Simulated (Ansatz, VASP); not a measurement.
# Two plane-wave programs on ZrSi2

Contents of POSCAR:

```
ZrSi2
1.0
    1.8530000000     -7.3675000000      0.0000000000
    1.8530000000      7.3675000000      0.0000000000
    0.0000000000      0.0000000000      3.6720000000
Zr Si
2 4
Direct
    0.1054000000      0.8946000000      0.2500000000
    0.8946000000      0.1054000000      0.7500000000
    0.7504000000      0.2496000000      0.2500000000
    0.2496000000      0.7504000000      0.7500000000
    0.4478000000      0.5522000000      0.2500000000
    0.5522000000      0.4478000000      0.7500000000
```

INCAR.step1

```
SYSTEM = ZrSi2
ALGO = Normal
EDIFF = 1E-4
ENCUT = 520
GGA = PE
ISMEAR = 0
LASPH = .TRUE.
LCHARG = .FALSE.
LREAL = .FALSE.
LWAVE = .TRUE.
NBANDS = 29
NELM = 80
PREC = Accurate
SIGMA = 0.02
```

The input INCAR.step2:

```
SYSTEM = ZrSi2
ALGO = Normal
EDIFF = 1E-7
ENCUT = 520
ISIF = 2
ISMEAR = 0
ISTART = 1
LASPH = .TRUE.
LCHARG = .TRUE.
LELF = .TRUE.
LMIXTAU = .TRUE.
LREAL = .FALSE.
LVHAR = .TRUE.
LWAVE = .FALSE.
METAGGA = R2SCAN
NBANDS = 29
NELM = 80
PREC = Accurate
SIGMA = 0.02
```

The input KPOINTS:

```
k-points
0
G
  9 9 9
  0 0 0
```

Input for Ansatz:

```yaml
crystal:
  lattice:
    - [1.853, -7.3675, 0.0]
    - [1.853, 7.3675, 0.0]
    - [0.0, 0.0, 3.672]
  atoms:
    - { symbol: Zr, position: [0.1054, 0.8946, 0.25] }
    - { symbol: Zr, position: [0.8946, 0.1054, 0.75] }
    - { symbol: Si, position: [0.7504, 0.2496, 0.25] }
    - { symbol: Si, position: [0.2496, 0.7504, 0.75] }
    - { symbol: Si, position: [0.4478, 0.5522, 0.25] }
    - { symbol: Si, position: [0.5522, 0.4478, 0.75] }
hamiltonian:
  xc: r2scan
  pseudopotentials: { kind: paw }
kpoints:
  mp_grid: { grid: [9, 9, 9] }
scf:
  occupations: { method: gaussian, width: 0.02 }
  convergence: { dr2_threshold: 1.0e-09 }
basis:
  ecutwfc: 600
output:
  eigenvalues: true
  forces: true
  stress: true
```

Alike in both runs: task single point; functional r2SCAN; k mesh 9 × 9 × 9; occupations gaussian, width 0.02 eV; no spin polarisation.

|  | VASP | Ansatz |
| --- | --- | --- |
| version | VASP 6.6.1 | Ansatz 0.2.0 |
| potentials or method | VASP PAW PBE potentials, release 64 (Zr_sv, Si), cutoff 520 eV | scalar-relativistic, plane waves, PAW |
| valence electrons in the cell | 40 | 40 |

Ansatz gave:

| Property | Result |
| --- | --- |
| gap on the k mesh at the Fermi level (eV) | none |
| pressure (GPa) | 0.1 |
| traceless stress, the component that is largest in VASP (GPa) | 0.88 |
| rms of the force components (eV/Å) | 0.034 |

Problem. Which values does VASP return?

Solution. gap on the k mesh at the Fermi level (eV): none; pressure (GPa): 0.1; traceless stress, the component that is largest in VASP (GPa): 0.90; rms of the force components (eV/Å): 0.035.

VASP's potentials were made for PBE, not for r2SCAN. Atom by atom the forces differ by 0.006 eV/Å (rms over components). A gap of «none» marks a metal or a gap that the smearing closes. Ansatz's warnings: stress scf threshold loose.
